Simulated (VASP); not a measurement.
**PtSe2: single point with PBE+D3(BJ)**

Crystal: PtSe2.

```xyz
3
Lattice="3.7649 0.0000 0.0000 -1.8824 3.2605 0.0000 0.0000 0.0000 4.7430" Properties=species:S:1:pos:R:3 pbc="T T T"
Pt    0.0000    0.0000    0.0000
Se    0.0000    2.1737    1.2766
Se    1.8824    1.0868    3.4665
```

```
Program             : VASP 6.6.1
Task                : single point
Functional          : PBE
Dispersion          : D3(BJ)
Potentials or basis : VASP PAW PBE potentials, release 64 (Pt, Se)
Cutoff              : 520 eV
k mesh              : 10 × 10 × 8
Occupations         : gaussian, width 0.05 eV
Spin                : no spin polarisation
```

```
Pressure                   : 1.2 GPa
Largest force              : 0.005 eV/Å
Band gap on the k mesh     : zero (bands 11 and 12 overlap by 0.99 eV)
Dispersion energy per atom : -0.500 eV
```

Forces on the atoms (eV/Å):
```
Pt   0.000  0.000  0.000
Se   0.000  0.000  0.005
Se   0.000  0.000 -0.005
```

Levels at points of the mesh, in eV from the Fermi level:
```
           k point  band 8  band 9  band 10  band 11  band 12  band 13  band 14  band 15
(0.00, 0.00, 0.00)   -2.47   -0.99    -0.99     0.88     1.00     1.00     3.29     4.20
(0.50, 0.00, 0.00)   -3.62   -3.33    -3.27    -2.93     0.49     2.61     5.15     6.23
(0.00, 0.00, 0.50)   -2.91   -1.80    -1.80    -1.69     2.40     2.40     5.06     6.54
(0.50, 0.00, 0.50)   -3.35   -3.08    -2.56    -1.05     0.54     1.52     4.96     5.10
```

It took 84 s on 1 thread of Intel Xeon 8259CL, on a shared host, peak memory 0.25 GiB.

Caveat: spin-orbit coupling is left out, which moves the levels of the heavy elements.
